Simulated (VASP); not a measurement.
Input of a VASP 6.6.1 run:

File INCAR:

```
PREC = Accurate
ENCUT = 500
EDIFF = 1E-7
ISMEAR = 0
SIGMA = 0.1
LREAL = False
LASPH = True
NELM = 120
ALGO = Normal
ISIF = 3
LWAVE = False
LCHARG = False
GGA = PE
IBRION = 2
NSW = 100
EDIFFG = -0.005
GGA_COMPAT = False
NELMIN = 4
```

The input KPOINTS:

```
regular mesh
0
Gamma
  12 12 12
```

POSCAR

```
HgSe
1.0
    0.0000000000      3.1301209296      3.1301209296
    3.1301209296      0.0000000000      3.1301209296
    3.1301209296      3.1301209296      0.0000000000
Hg Se
1 1
Direct
    0.0000000000      0.0000000000      0.0000000000
    0.7500000000      0.7500000000      0.7500000000
```

Potentials or basis: VASP PAW PBE potentials, release 64 (Hg, Se).

The run is started by

```bash
$ cat potpaw_PBE.64/Hg/POTCAR potpaw_PBE.64/Se/POTCAR > POTCAR
$ mpirun -np 1 vasp_std > vasp.out
```

Q: Predict the relaxed cell.

A: a = 4.433 Å, b = 4.433 Å, c = 4.433 Å, α = 60.00°, β = 60.00°, γ = 60.00°.

Q: Estimate the band gap on the k mesh.

A: Zero (filled and empty bands touch).

The path:
| step | energy change (eV) | largest force (eV/Å) | pressure (GPa) | volume (Å³) |
| --- | --- | --- | --- | --- |
| 1 | 0.0000 | 0.0000 | 0.19 | 61.34 |
| 2 | -0.0001 | 0.0000 | -0.04 | 61.66 |
| 3 | -0.0002 | 0.0000 | 0.00 | 61.60 |

Caveat: spin-orbit coupling is left out, which moves the levels of the heavy elements. PBE usually gives volumes a little too large and moduli too small.
